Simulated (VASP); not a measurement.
# Al2GaN3 (Cm) in VASP: further runs, part 2 of 2

VASP 6.6.1. The steps go on from the part before.

## 3. Single point, r2SCAN

This run uses another cell than the first one, of 11.39 Å³/atom.

Contents of POSCAR:

```
Al2GaN3
1.0
    5.8521471261     -1.5969331266      0.0000822536
    5.8521471261      1.5969331266      0.0000822536
   -1.9332379816      0.0000000000      7.3103562190
Al Ga N
4 2 6
Direct
    0.9441689492      0.9441689492      0.3893500164
    0.8888008305      0.8888008305      0.7769692512
    0.2228071295      0.2228071295      0.4444927767
    0.5540781587      0.5540781587      0.1131342221
    0.2772685392      0.2772685392      0.0574536715
    0.6097572751      0.6097572751      0.7216766232
    0.1476731172      0.1476731172      0.1849919365
    0.4815503129      0.4815503129      0.8524964605
    0.8182652599      0.8182652599      0.5151268455
    0.7645503254      0.7645503254      0.9015408870
    0.0951159361      0.0951159361      0.5643531622
    0.4313291663      0.4313291663      0.2432151372
```

Contents of INCAR.step1:

```
SYSTEM = Al2GaN3
PREC     = Accurate       ! precision mode
ENCUT    = 520            ! plane-wave cutoff, eV
ISMEAR   = 0              ! smearing method
SIGMA    = 0.02           ! smearing width, eV
LREAL    = .FALSE.        ! projectors in reciprocal space
LASPH    = .TRUE.         ! aspherical terms in the spheres
NELM     = 60             ! most SCF steps
NBANDS   = 46             ! bands
GGA      = PE             ! functional
ALGO     = Normal         ! electronic algorithm
EDIFF    = 1E-4           ! SCF threshold, eV
LWAVE    = .TRUE.         ! write WAVECAR
LCHARG   = .FALSE.        ! write CHGCAR
```

Contents of INCAR.step2:

```
SYSTEM = Al2GaN3
PREC     = Accurate       ! precision mode
ENCUT    = 520            ! plane-wave cutoff, eV
EDIFF    = 1E-6           ! SCF threshold, eV
ISMEAR   = 0              ! smearing method
SIGMA    = 0.02           ! smearing width, eV
LREAL    = .FALSE.        ! projectors in reciprocal space
LASPH    = .TRUE.         ! aspherical terms in the spheres
NELM     = 60             ! most SCF steps
ALGO     = Normal         ! electronic algorithm
ISIF     = 2              ! what is computed and relaxed
LWAVE    = .FALSE.        ! write WAVECAR
LCHARG   = .TRUE.         ! write CHGCAR
METAGGA  = R2SCAN         ! meta-GGA
LMIXTAU  = .TRUE.       
LELF     = .TRUE.         ! ELF
LVHAR    = .TRUE.       
NBANDS   = 46             ! bands
ISTART   = 1
```

Contents of KPOINTS:

```
regular mesh
0
G
  8 8 4
  0 0 0
```

Potentials or basis: VASP PAW PBE potentials, release 64 (Al, Ga_d, N).

Run with:

```
$ cat potpaw_PBE.64/Al/POTCAR potpaw_PBE.64/Ga_d/POTCAR potpaw_PBE.64/N/POTCAR > POTCAR
$ cp INCAR.step1 INCAR
$ mpirun -np 1 vasp_std > vasp.out
$ cp INCAR.step2 INCAR
$ mpirun -np 1 vasp_std > vasp.out
```

OUTCAR:

```text
SYSTEM = Al2GaN3
   PREC = Accurate
   ENCUT = 520
   EDIFF = 1E-6
   ISMEAR = 0
   LREAL = .FALSE.
   LASPH = .TRUE.
   NELM = 60
   ISIF = 2
   METAGGA = R2SCAN
   ISTART = 1

 ion  position               nearest neighbor table
   1  0.944  0.944  0.389-  11 1.92  12 1.93  12 1.93   9 1.95   4 3.15   4 3.15   2 3.16   3 3.16
                             3 3.16   3 3.18
   2  0.889  0.889  0.777-  10 1.92   8 1.93   8 1.93   9 1.94   1 3.16   3 3.19   3 3.19   4 3.20
                             4 3.20
   3  0.223  0.223  0.444-   7 1.93  11 1.94   9 1.94   9 1.94   1 3.16   1 3.16   1 3.18   2 3.19
                             2 3.19   4 3.19   4 3.19
   4  0.554  0.554  0.113-   7 1.93   7 1.93   8 1.94  12 1.94   1 3.15   1 3.15   3 3.19   3 3.19
                             2 3.20   2 3.20
   5  0.277  0.277  0.057-  10 1.97  10 1.97  12 1.98   7 1.99
   6  0.610  0.610  0.722-  10 1.97  11 1.97  11 1.97   8 2.00
   7  0.148  0.148  0.185-   4 1.93   4 1.93   3 1.93   5 1.99
   8  0.482  0.482  0.852-   2 1.93   2 1.93   4 1.94   6 2.00
   9  0.818  0.818  0.515-   2 1.94   3 1.94   3 1.94   1 1.95
  10  0.765  0.765  0.902-   2 1.92   6 1.97   5 1.97   5 1.97
  11  0.095  0.095  0.564-   1 1.92   3 1.94   6 1.97   6 1.97
  12  0.431  0.431  0.243-   1 1.93   1 1.93   4 1.94   5 1.98

  LATTYP: Found a base centered monoclinic cell.
 ALAT       =    11.7042942534
 B/A-ratio  =     0.2728798665
 C/A-ratio  =     0.6460586893
 COS(beta)  =    -0.2556495499

  Lattice vectors:

 A1 = (   5.8521471261,  -1.5969331266,   0.0000822536)
 A2 = (   5.8521471261,   1.5969331266,   0.0000822536)
 A3 = (  -1.9332379816,   0.0000000000,   7.3103562190)

Analysis of symmetry for initial positions (statically):
=====================================================================
 Subroutine PRICEL returns:
 Original cell was already a primitive cell.

 Routine SETGRP: Setting up the symmetry group for a
 base centered monoclinic supercell.

 Subroutine GETGRP returns: Found  2 space group operations
 (whereof  2 operations were pure point group operations)
 out of a pool of  4 trial point group operations.

[... 161 lines left out ...]
   AEXX    =    0.0000 exact exchange contribution
   IVDW    =     0    specifies the selected vdW correction
   LEPSILON=     F    determine dielectric tensor
   LRPA    =     F    only Hartree local field effects (RPA)
 non-spin polarized calculation
 Gauss-broadening in eV      SIGMA  =   0.02
  energy-cutoff  :      520.00
  volume of cell :      136.64
 maximum number of plane-waves:      3712
 NGX is ok and might be reduce to    48
   NGX = 23   NGY = 23   NGZ = 29

 number of electron      68.0000005 magnetization

 Free energy of the ion-electron system (eV)
  ---------------------------------------------------
  ext. energy  EPLUGINS =         0.00000000
  ---------------------------------------------------
  free energy    TOTEN  =      -120.38785480 eV

  energy without entropy =     -120.38785480  energy(sigma->0) =     -120.38785480

 E-fermi :   5.1842     XC(G=0): -11.5614

 val. band max:        5.0320719813   @ k =   0.0000   0.0000   0.0000
 cond. band min:       8.4596877229   @ k =   0.0000   0.0000   0.0000
 fundamental gap:      3.4276157416
 Fermi energy:         5.1841634981

 k-point     1 :       0.0000    0.0000    0.0000
  band No.  band energies     occupation
      1     -10.8251      2.00000
      2      -9.9726      2.00000
      3      -9.6580      2.00000
      4      -9.4603      2.00000
      5      -9.3058      2.00000
      6      -8.9458      2.00000
[... 1165 lines left out ...]
     45      14.7719      0.00000
     46      15.1026      0.00000

 [... further k-points ...]
[... 5 lines left out ...]
  --------------------------------------------------------------------------------------
  -------------------------------------------------------------------------------------
  Total       -9.0660914     -9.3943772     -9.2840080      0.0000000      0.0000000     -0.1544493
  in kB     -106.3061920   -110.1555700   -108.8614140      0.0000000      0.0000000     -1.8110247
  external PRESSURE =    -108.4410587 kB  Pullay stress =       0.0000000 kB

 VOLUME and BASIS-vectors are now :
 -----------------------------------------------------------------------------
  energy-cutoff  :      520.00
  volume of cell :      136.64
      direct lattice vectors                 reciprocal lattice vectors
     5.852147126 -1.596933127  0.000082254     0.085438409 -0.313100149  0.022594354
     5.852147126  1.596933127  0.000082254     0.085438409  0.313100149  0.022594354
    -1.933237982  0.000000000  7.310356219    -0.000001923  0.000000000  0.136791731

 POSITION                                       TOTAL-FORCE (eV/Angst)
 -----------------------------------------------------------------------------------
     10.29812      0.00000      2.84644        -0.002500      0.000000      0.003758
      8.90072      0.00000      5.68007        -0.004059      0.000000      0.003300
      1.74849      0.00000      3.24944        -0.002249      0.000000     -0.002609
      6.26638      0.00000      0.82714        -0.006460      0.000000      0.005229
      3.13416      0.00000      0.42005        -0.001263      0.000000     -0.002457
      5.74161      0.00000      5.27581        -0.010749      0.000000      0.014740
      1.37078      0.00000      1.35238        -0.054705      0.000000      0.030628
      3.98813      0.00000      6.23213        -0.056775      0.000000      0.028539
      8.58135      0.00000      3.76590         0.005940      0.000000     -0.003605
      7.20563      0.00000      6.59071         0.067429      0.000000     -0.037112
      0.02224      0.00000      4.12564         0.011251      0.000000     -0.084321
      4.57821      0.00000      1.77806         0.054141      0.000000      0.043910
 -----------------------------------------------------------------------------------
    total drift:                               -0.002786      0.000000      0.006428

  FREE ENERGIE OF THE ION-ELECTRON SYSTEM (eV)
  ---------------------------------------------------
  free  energy   TOTEN  =      -120.3878548041 eV

  energy  without entropy=     -120.3878548041  energy(sigma->0) =     -120.38785480
```

Run time: 1.7 h. Hardware: 1 thread of Oxide Virtual Turin-like, shared host; peak memory 0.61 GiB.

What came out:

| Quantity | Value |
| --- | --- |
| Free energy | -120.3879 eV |
| Pressure | -10.8 GPa |
| Largest force | 0.085 eV/Å |
| Band gap on the k mesh | 3.43 eV |

Forces on the atoms (eV/Å):
```
Al  -0.003  0.000  0.004
Al  -0.004  0.000  0.003
Al  -0.002  0.000 -0.003
Al  -0.006  0.000  0.005
Ga  -0.001  0.000 -0.002
Ga  -0.011  0.000  0.015
N   -0.055  0.000  0.031
N   -0.057  0.000  0.029
N    0.006  0.000 -0.004
N    0.067  0.000 -0.037
N    0.011  0.000 -0.084
N    0.054  0.000  0.044
```

Stress tensor (GPa, compression positive):
```
-10.63   0.00  -0.18
  0.00 -11.02   0.00
 -0.18   0.00 -10.89
```

Caveat: the cell stands under tension; the PAW data sets were made with another functional, which shifts forces and pressure a little.
